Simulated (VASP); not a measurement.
A run of VASP 6.6.1 is set up as follows.

Contents of INCAR:

```
SYSTEM = TiRe
PREC = Accurate ; ENCUT = 520
EDIFF = 1E-8 ; ISMEAR = -1
SIGMA = 0.15 ; LREAL = .False.
LASPH = .True. ; NELM = 100
ALGO = Normal ; ISIF = 2
LWAVE = .False. ; LCHARG = .False.
GGA = CA ; IBRION = 8
NSW = 1
```

KPOINTS

```
regular mesh
0
Gamma
  14 14 14
  0 0 0
```

File POSCAR:

```
TiRe
1.0
    3.0614282073      0.0000000000      0.0000000000
    0.0000000000      3.0614282073      0.0000000000
    0.0000000000      0.0000000000      3.0614282073
Ti Re
1 1
Direct
    0.5000000000      0.5000000000      0.5000000000
    0.0000000000      0.0000000000      0.0000000000
```

Potentials or basis: VASP PAW LDA potentials, release 64 (Ti_sv, Re).

Launch:

```sh
$ cat potpaw_LDA.64/Ti_sv/POTCAR potpaw_LDA.64/Re/POTCAR > POTCAR
$ mpirun -np 1 vasp_std > vasp.out
```

What does it give for the highest phonon frequency at Γ?

278 cm⁻¹.

Phonon frequencies in cm⁻¹ (negative: imaginary):
| q point | frequencies |
| --- | --- |
| (0.000, 0.000, 0.000) | 0 0 0 278 278 278 |
